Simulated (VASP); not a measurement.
Runs of VASP 6.6.1 on BiTe. It takes space group R-3m (No. 166, trigonal). The conventional cell has a = 4.845 Å, b = 4.845 Å, c = 9.952 Å, α = 90.00°, β = 90.00°, γ = 120.00°. Bi (site symmetry -3m) has 6 Te at 3.25 Å and 6 Bi at 4.34 Å within 4.4 Å. Within 4.4 Å of Te (site symmetry -3m) lie 6 Bi at 3.25 Å and 6 Te at 4.34 Å. 

| level | spin | k mesh | grid for exact exchange (PRECFOCK) | share of exact exchange | screening parameter | gap on the mesh (eV) | pressure (GPa) |
| --- | --- | --- | --- | --- | --- | --- | --- |
| PBE-based screened hybrid with 50 % exact exchange | off | 4 × 4 × 4 | Normal | 0.5 | 0.2 1/Å | none | -4.0 |
| PBE-based screened hybrid with 25 % exact exchange | off | 4 × 4 × 4 | Normal | 0.25 | 0.20787 1/Å | none | -2.0 |
| PBE-based screened hybrid with 35 % exact exchange | off | 4 × 4 × 4 | Normal | 0.35 | 0.20787 1/Å | none | -2.8 |
| PBE | non-collinear, zero start, SOC | 5 × 5 × 5 | - | - | - | - | (b) |
| PBE-based screened hybrid with 40 % exact exchange | off | 4 × 4 × 4 | Normal | 0.4 | 0.2 1/Å | none | (a) |

Alike in all rows: task single point; potentials or basis VASP PAW PBE potentials, release 64 (Bi_d, Te); cell as given; cutoff (eV) 520; smearing fermi-dirac 0.05 eV.

Q: Estimate the missing entries.

A: (a) -3.2; (b) 1.0.

Caveats: some runs use coarse meshes; the PAW data sets were made with another functional, which shifts forces and pressure a little (at least some runs); spin-orbit coupling is left out, which moves the levels of the heavy elements (at least some runs).

A k mesh can miss the band edges, and rows without SOC leave out spin-orbit coupling on Bi, Te.

A gap of «none» marks levels without a gap at the run's occupations.
